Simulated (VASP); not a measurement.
SrO (x): single point with PBEsol

The system is SrO (x).

```
CELL_PARAMETERS angstrom
0.00000 2.58000 2.58000
2.58000 0.00000 2.58000
2.58000 2.58000 0.00000
ATOMIC_POSITIONS crystal
Sr 0.00000 0.00000 0.00000
O 0.50000 0.50000 0.50000
```

* Program: VASP 6.6.1
* Task: single point
* Functional: PBEsol
* Potentials or basis: VASP PAW PBE potentials, release 64 (Sr_sv, O)
* Cutoff: 600 eV
* k mesh: 6 × 6 × 6
* Occupations: gaussian, width 0.01 eV
* Spin: no spin polarisation
* Dipole correction: no
* Further INCAR settings: ALGO = Normal; EDIFF = 1e-06; NBANDS = 15

```
Pressure               : -1.5 GPa
Band gap on the k mesh : 3.16 eV, indirect (least direct gap 3.26 eV)
```

Levels at points of the mesh, in eV from the valence-band top:
```csv
k point,band 4,band 5,band 6,band 7,band 8,band 9,band 10,band 11,band 12,band 13
"(0.00, 0.00, 0.00)",-13.94,-13.94,0.00,0.00,0.00,3.75,6.14,6.14,6.14,8.31
"(0.50, 0.00, 0.00)",-14.02,-12.75,-2.20,-1.13,-1.13,6.45,8.20,8.79,8.79,11.86
"(0.50, 0.50, 0.00)",-14.30,-14.30,-0.46,-0.09,-0.09,3.16,7.68,10.13,10.13,11.07
```

It took 6.3 s on 1 thread of Intel(R) Xeon(R) 6975P-C (Granite Rapids) (shared host), peak memory 0.17 GiB.

Caveat: the PAW data sets were made with another functional, which shifts forces and pressure a little. A k mesh can miss the band edges.
